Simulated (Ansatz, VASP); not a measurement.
## One calculation of GaN, two programs

```
Ga N
1.0
     0.00000    2.02417    2.20299
     2.02417    0.00000    2.20299
     2.02417    2.02417    0.00000
Ga N
1 1
Direct
  0.00000 0.00000 0.00000
  0.50000 0.50000 0.50000
```

Change from the starting cell: epitaxial_xy strain -4.0%.

Alike in both runs: task single point; functional r2SCAN; k mesh 10 × 10 × 10; occupations fermi-dirac, width 0.02 eV; non-collinear spin, spin-orbit coupling.

```csv
,VASP,Ansatz
version,VASP 6.6.1,Ansatz 0.2.0
potentials or method,"VASP PAW PBE potentials, release 64 (Ga_d, N)","plane waves, PAW"
plane-wave cutoff (eV),520,500
valence electrons in the cell,18,18
```

|  | VASP | Ansatz | Ansatz less VASP |
| --- | --- | --- | --- |
| pressure (GPa) | 14.7 | 13.2 | -1.50 |
| traceless stress, the component that is largest in VASP (GPa) | -13.85 | -13.14 | +0.712 |

VASP's potentials were made for PBE, not for r2SCAN. The functional is the same, so the differences come from potentials, cutoffs and numerics.
